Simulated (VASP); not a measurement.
BN:

```
B N
1.0
     0.00000    1.80483    1.80483
     1.80483    0.00000    1.80483
     1.80483    1.80483    0.00000
B N
1 1
Direct
  0.00000 0.00000 0.00000
  0.25000 0.25000 0.25000
```

Base run:

| Property | Result |
| --- | --- |
| Program | VASP 6.6.1 |
| Functional | PBE0 |
| Potentials or basis | VASP PAW PBE potentials, release 64 (B, N) |
| Cutoff | 520 eV |
| k mesh | 8 × 8 × 8 |
| Occupations | gaussian, width 0.01 eV |
| Spin | no spin polarisation |

Its results: band gap on the k mesh 6.55 eV, indirect (least direct gap 11.35 eV); pressure -3.9 GPa.

The run is repeated on the same cell with these changes: functional from PBE0 to PBE. What comes out?

Band gap on the k mesh 4.46 eV, indirect (least direct gap 8.84 eV); pressure 5.0 GPa.

PBE0 gives the wider gap, since exact exchange removes part of the self-interaction.

Caveats: the PAW data sets were made with another functional, which shifts forces and pressure a little (some runs).

A k mesh can miss the band edges.
